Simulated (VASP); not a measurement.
# Al (P6_3/mmc) in VASP: further runs

Al is run at these levels: PBEsol; tasks: single point.

All numbers are computed with VASP 6.6.1; they aren't measurements. Logs are shortened: lines on timing, memory, paths and dates and some standing lists are left out, and cuts for length are marked.

**1. The cell of the first run**

Symmetry: P6_3/mmc, No. 194, hexagonal system. Conventional cell: a = 2.592 Å, b = 2.592 Å, c = 8.506 Å, α = 90.00°, β = 90.00°, γ = 120.00°. Al (site symmetry -3m) has 12 Al at 2.59 to 2.60 Å within 3.4 Å. Within 3.4 Å of Al (site symmetry -6m2) lie 12 Al at 2.59 to 2.60 Å.

**2. Single point, PBEsol**

Contents of INCAR:

```
  ALGO = Normal
  EDIFF = 1E-7
  ENCUT = 520
  GGA = PS
  ISIF = 2
  ISMEAR = 1
  LASPH = T
  LCHARG = F
  LREAL = F
  LWAVE = F
  NBANDS = 14
  NELM = 80
  PREC = Accurate
  SIGMA = 0.1
```

Contents of KPOINTS:

```
k-points
0
Gamma
  9 9 3
```

Contents of POSCAR:

```
Al
1.0
    2.5915261024      0.0000002646      0.0000000000
   -1.2957632804      2.2443273070      0.0000000000
    0.0000000000      0.0000000000      8.5057987133
Al
4
Direct
    0.0000000000      0.0000000000      0.0000000000
    0.3333333333      0.6666666667      0.2500000000
    0.0000000000      0.0000000000      0.5000000000
    0.6666666667      0.3333333333      0.7500000000
```

Potentials or basis: VASP PAW PBE potentials, release 64 (Al).

Command:

```
cat potpaw_PBE.64/Al/POTCAR > POTCAR
mpirun -np 1 vasp_std > vasp.out
```

OUTCAR:

```text
EDIFF = 1E-7
   ENCUT = 520
   GGA = PS
   ISIF = 2
   ISMEAR = 1
   LASPH = T
   LREAL = F
   NELM = 80
   PREC = Accurate

 ion  position               nearest neighbor table
   1  0.000  0.000  0.000-   2 2.60   4 2.60   4 2.60   2 2.60   4 2.60   2 2.60
   2  0.333  0.667  0.250-   1 2.60   3 2.60   1 2.60   3 2.60   1 2.60   3 2.60
   3  0.000  0.000  0.500-   2 2.60   4 2.60   4 2.60   2 2.60   4 2.60   2 2.60
   4  0.667  0.333  0.750-   1 2.60   3 2.60   1 2.60   3 2.60   1 2.60   3 2.60

  LATTYP: Found a hexagonal cell.
 ALAT       =     2.5915261024
 C/A-ratio  =     3.2821582254

  Lattice vectors:

 A1 = (   2.5915261024,   0.0000002646,   0.0000000000)
 A2 = (  -1.2957632804,   2.2443273070,   0.0000000000)
 A3 = (   0.0000000000,   0.0000000000,   8.5057987133)

Analysis of symmetry for initial positions (statically):
=====================================================================
 Subroutine PRICEL returns:
 Original cell was already a primitive cell.

 Routine SETGRP: Setting up the symmetry group for a
 hexagonal supercell.

 Subroutine GETGRP returns: Found 24 space group operations
 (whereof 12 operations were pure point group operations)
 out of a pool of 24 trial point group operations.

The static configuration has the point symmetry D_3d.
 The point group associated with its full space group is D_6h.

Analysis of symmetry for dynamics (positions and initial velocities):
=====================================================================
 Subroutine PRICEL returns:
 Original cell was already a primitive cell.

 Routine SETGRP: Setting up the symmetry group for a
 hexagonal supercell.

 Subroutine GETGRP returns: Found 24 space group operations
 (whereof 12 operations were pure point group operations)
 out of a pool of 24 trial point group operations.

The dynamic configuration has the point symmetry D_3d.
 The point group associated with its full space group is D_6h.

 Subroutine INISYM returns: Found 24 space group operations
 (whereof 12 operations are pure point group operations),
 and found     1 'primitive' translations

----------------------------------------------------------------------------------------

                                     Primitive cell

  volume of cell :      49.4717

  direct lattice vectors                    reciprocal lattice vectors
     2.591526102  0.000000265  0.000000000     0.385872996  0.222783931  0.000000000
    -1.295763280  2.244327307  0.000000000    -0.000000045  0.445567782  0.000000000
     0.000000000  0.000000000  8.505798713     0.000000000  0.000000000  0.117566855

  length of vectors
     2.591526102  2.591526102  8.505798713     0.445567782  0.445567782  0.117566855

  position of ions in fractional coordinates (direct lattice)
     0.000000000  0.000000000  0.000000000
     0.333333333  0.666666667  0.250000000
     0.000000000  0.000000000  0.500000000
     0.666666667  0.333333333  0.750000000

  ion indices of the primitive-cell ions
   primitive index   ion index
                 1           1
                 2           2
                 3           3
                 4           4

----------------------------------------------------------------------------------------

 KPOINTS: k-points

Automatic generation of k-mesh.
 Grid dimensions read from file:
 generate k-points for:    9    9    3

 Generating k-lattice:

  Cartesian coordinates                     Fractional coordinates (reciprocal lattice)
     0.042874777  0.024753770  0.000000000     0.111111111  0.000000000  0.000000000
    -0.000000005  0.049507531  0.000000000     0.000000000  0.111111111  0.000000000
     0.000000000  0.000000000  0.039188952     0.000000000  0.000000000  0.333333333

  Length of vectors
     0.049507531  0.049507531  0.039188952

  Shift w.r.t. Gamma in fractional coordinates (k-lattice)
     0.000000000  0.000000000  0.000000000

 Subroutine IBZKPT returns following result:
 ===========================================

 Found     24 irreducible k-points:

 Following reciprocal coordinates:
            Coordinates               Weight
  0.000000  0.000000  0.000000      1.000000
  0.111111 -0.000000  0.000000      6.000000
  0.222222 -0.000000  0.000000      6.000000
  0.333333  0.000000  0.000000      6.000000
  0.444444 -0.000000  0.000000      6.000000
  0.111111  0.111111  0.000000      6.000000
[... 16 lines left out ...]
  0.333333  0.222222  0.333333     24.000000
  0.333333  0.333333  0.333333      4.000000
   k-points           NKPTS =     24   k-points in BZ     NKDIM =     24   number of bands    NBANDS=     14
   number of dos      NEDOS =    301   number of ions     NIONS =      4
   total plane-waves  NPLWV =  25600
   dimension x,y,z NGX =    20 NGY =   20 NGZ =   64
   dimension x,y,z NGXF=    40 NGYF=   40 NGZF=  128
   ions per type =               4
   NGX,Y,Z   is equivalent  to a cutoff of  12.83, 12.83, 12.51 a.u.
   NGXF,Y,Z  is equivalent  to a cutoff of  25.66, 25.66, 25.02 a.u.
 SYSTEM =  unknown system
   PREC   = accura    normal or accurate (medium, high low for compatibility)
   ISTART =      0    job   : 0-new  1-cont  2-samecut
   ICHARG =      2    charge: 1-file 2-atom 10-const
   ISPIN  =      1    spin polarized calculation?
   LNONCOLLINEAR =      F non collinear calculations
   LSORBIT =      F    spin-orbit coupling
   LASPH  =      T    aspherical Exc in radial PAW
   ENCUT  =  520.0 eV  38.22 Ry    6.18 a.u.   4.82  4.82 15.82*2*pi/ulx,y,z
   NELM   =     80;   NELMIN=  2; NELMDL= -5     # of ELM steps
   EDIFF  = 0.1E-06   stopping-criterion for ELM
   LREAL  =      F    real-space projection
   EDIFFG = 0.1E-05   stopping-criterion for IOM
   NSW    =      0    number of steps for IOM
   IBRION =     -1    ionic relax: 0-MD 1-quasi-New 2-CG
   NFREE  =      0    steps in history (QN), initial steepest desc. (CG)
   ISIF   =      2    stress and relaxation
   ISYM   =      2    0-nonsym 1-usesym 2-fastsym
   POTIM  = 0.5000    time-step for ionic-motion
   TEBEG  =    0.0;   TEEND  =   0.0 temperature during run
   PSTRESS=    0.0 pullay stress
   NELECT =      12.0000    total number of electrons
   NUPDOWN=      -1.0000    fix difference up-down
   EMIN   =  10.00;   EMAX   =-10.00  energy-range for DOS
   EFERMI =   0.00;   METHOD = LEGACY
   ISMEAR =     1;   SIGMA  =   0.10  broadening in eV -4-tet -1-fermi 0-gaus
   EFERMI_NEDOS =   21; number of points for ismear=-14 and -15
   IALGO  =     38    algorithm
   IMIX   =      4    mixing-type and parameters
     AMIX     =   0.40;   BMIX     =  1.00
     AMIX_MAG =   1.60;   BMIX_MAG =  1.00
  volume/ion in A,a.u.               =      12.37        83.46
  Fermi-wavevector in a.u.,A,eV,Ry     =   1.020978  1.929368 14.182653  1.042396
  Thomas-Fermi vector in A             =   2.154577
   LORBIT       =      0    0 simple, 1 ext, 2 COOP (PROOUT), +10 PAW based schemes
   GGA     = PS    functional components
   LHFCALC =     F    Hartree Fock is set to
   AEXX    =    0.0000 exact exchange contribution
   IVDW    =     0    specifies the selected vdW correction
   LEPSILON=     F    determine dielectric tensor
   LRPA    =     F    only Hartree local field effects (RPA)
 non-spin polarized calculation
 Methfessel and Paxton  Order N= 1 SIGMA  =   0.10
  energy-cutoff  :      520.00
  volume of cell :       49.47
 maximum number of plane-waves:      1348
 NGX is ok and might be reduce to    20
   NGX =  9   NGY =  9   NGZ = 31

 number of electron      12.0000000 magnetization

 Free energy of the ion-electron system (eV)
  ---------------------------------------------------
  ext. energy  EPLUGINS =         0.00000000
  ---------------------------------------------------
  free energy    TOTEN  =       -14.79062126 eV

  energy without entropy =      -14.78912446  energy(sigma->0) =      -14.79012233

 E-fermi :  11.1471     XC(G=0): -11.3592

 val. band max:       11.1054923551   @ k =   0.3333   0.2222   0.3333
 cond. band min:      11.2137416544   @ k =   0.2222   0.2222   0.3333
 fundamental gap:      0.1082492994
 Fermi energy:        11.1471284961

 k-point     1 :       0.0000    0.0000    0.0000
  band No.  band energies     occupation
      1      -1.9678      2.00000
      2       0.0422      2.00000
      3       0.0645      2.00000
      4       5.4739      2.00000
      5       6.4197      2.00000
      6      15.2255      0.00000
      7      15.2472      0.00000
      8      24.0497      0.00000
      9      24.0497      0.00000
     10      24.2960      0.00000
     11      24.2960      0.00000
     12      24.9560      0.00000
     13      24.9578      0.00000
     14      25.1089      0.00000

 k-point     2 :       0.1111   -0.0000    0.0000
  band No.  band energies     occupation
      1      -1.6065      2.00000
      2       0.3964      2.00000
      3       0.4188      2.00000
      4       5.7993      2.00000
      5       6.7598      2.00000
      6      15.4600      0.00000
      7      15.5085      0.00000
      8      19.8580      0.00000
      9      21.1987      0.00000
     10      21.3693      0.00000
     11      21.9799      0.00000
     12      23.2930      0.00000
     13      23.5124      0.00000
     14      23.5434      0.00000
[... 343 lines left out ...]
      1       4.8819      2.00000
      2       5.4993      2.00000
      3       7.6187      2.00000
      4       7.8483      2.00000
      5       8.8935      2.00000
      6       9.7639      2.00000
      7      10.6051      2.00000
      8      11.1055      1.64154
      9      12.2182     -0.00000
     10      13.1236     -0.00000
     11      14.5231      0.00000
     12      15.8178      0.00000
     13      16.3900      0.00000
     14      18.2112      0.00000

 k-point    24 :       0.3333    0.3333    0.3333
  band No.  band energies     occupation
      1       7.4082      2.00000
      2       7.4082      2.00000
      3       7.5483      2.00000
      4       7.9855      2.00000
      5       8.1554      2.00000
      6       8.1554      2.00000
      7      10.5831      2.00000
      8      10.5831      2.00000
      9      11.6200     -0.00000
     10      13.0438     -0.00000
     11      13.2078      0.00000
     12      13.2078      0.00000
     13      17.8823      0.00000
     14      17.8823      0.00000

------------------------ aborting loop because EDIFF is reached ----------------------------------------

  FORCE on cell =-STRESS in cart. coord.  units (eV):
  Direction    XX          YY          ZZ          XY          YZ          ZX
  --------------------------------------------------------------------------------------
  -------------------------------------------------------------------------------------
  Total       12.4365195     12.4365195     12.4090100     -0.0000000     -0.0000000      0.0000000
  in kB      402.7657473    402.7657473    401.8748314     -0.0000000     -0.0000000      0.0000000
  external PRESSURE =     402.4687753 kB  Pullay stress =       0.0000000 kB

 VOLUME and BASIS-vectors are now :
 -----------------------------------------------------------------------------
  energy-cutoff  :      520.00
  volume of cell :       49.47
      direct lattice vectors                 reciprocal lattice vectors
     2.591526102  0.000000265  0.000000000     0.385872996  0.222783931  0.000000000
    -1.295763280  2.244327307  0.000000000    -0.000000045  0.445567782  0.000000000
     0.000000000  0.000000000  8.505798713     0.000000000  0.000000000  0.117566855

 POSITION                                       TOTAL-FORCE (eV/Angst)
 -----------------------------------------------------------------------------------
      0.00000      0.00000      0.00000         0.000000     -0.000000      0.000000
     -0.00000      1.49622      2.12645         0.000000      0.000000     -0.000000
      0.00000      0.00000      4.25290         0.000000     -0.000000      0.000000
      1.29576      0.74811      6.37935        -0.000000      0.000000      0.000000
 -----------------------------------------------------------------------------------
    total drift:                               -0.000000      0.000000     -0.000000

  FREE ENERGIE OF THE ION-ELECTRON SYSTEM (eV)
  ---------------------------------------------------
  free  energy   TOTEN  =       -14.7906212596 eV

  energy  without entropy=      -14.7891244608  energy(sigma->0) =      -14.79012233
```

Run time: 6 s. Hardware: 1 thread of Intel Xeon 6975P-C (Granite Rapids), shared host; peak memory 0.15 GiB.

What came out:

- Free energy: -14.7906 eV
- Pressure: 40.2 GPa
- Band gap on the k mesh: zero (band 6 reaches 15.66 eV, above the bottom of band 7 at 9.82 eV)

Levels at points of the mesh, in eV from the Fermi level:
| k point | band 1 | band 2 | band 3 | band 4 | band 5 | band 6 | band 7 | band 8 | band 9 | band 10 |
| --- | --- | --- | --- | --- | --- | --- | --- | --- | --- | --- |
| (0.00, 0.00, 0.00) | -13.11 | -11.10 | -11.08 | -5.67 | -4.73 | 4.08 | 4.10 | 12.90 | 12.90 | 13.15 |

Caveat: the PAW data sets were made with another functional, which shifts forces and pressure a little.

**3. Single point, PBEsol**

This run uses another cell than the first one, of 12.96 Å³/atom, 1.048 times its volume.

Contents of INCAR:

```
SYSTEM = Al
PREC = Accurate
ENCUT = 520
EDIFF = 1E-6
ISMEAR = 1
SIGMA = 0.1
LREAL = .False.
LASPH = .True.
NELM = 60
ALGO = Normal
ISIF = 2
LWAVE = .False.
LCHARG = .True.
GGA = PS
LELF = .True.
LVHAR = .True.
NBANDS = 14
```

Contents of KPOINTS:

```
regular mesh
0
Gamma
  9 9 3
  0 0 0
```

Contents of POSCAR:

```
Al
1.0
    2.6316095270      0.0000002687      0.0000000000
   -1.3158049962      2.2790405689      0.0000000000
    0.0000000000      0.0000000000      8.6405567280
Al
4
Direct
    0.0000000000      0.0000000000      0.0000000000
    0.3333333333      0.6666666667      0.2500000000
    0.0000000000      0.0000000000      0.5000000000
    0.6666666667      0.3333333333      0.7500000000
```

Potentials or basis: VASP PAW PBE potentials, release 64 (Al).

Command:

```
cat potpaw_PBE.64/Al/POTCAR > POTCAR
mpirun -np 1 vasp_std > vasp.out
```

Run time: 5.6 s. Hardware: 1 thread of Intel Xeon 6975P-C (Granite Rapids), shared host; peak memory 0.16 GiB.

It converged, with:

| Property | Result |
| --- | --- |
| Free energy | -15.3050 eV |
| Pressure | 30.2 GPa |
| Band gap on the k mesh | zero (band 6 reaches 14.99 eV, above the bottom of band 7 at 9.26 eV) |

Levels at points of the mesh, in eV from the Fermi level:
```
           k point  band 1  band 2  band 3  band 4  band 5  band 6  band 7  band 8  band 9  band 10
(0.00, 0.00, 0.00)  -12.78  -10.82  -10.80   -5.50   -4.68    3.95    3.97   12.60   12.60    12.77
```

Caveat: the PAW data sets were made with another functional, which shifts forces and pressure a little.
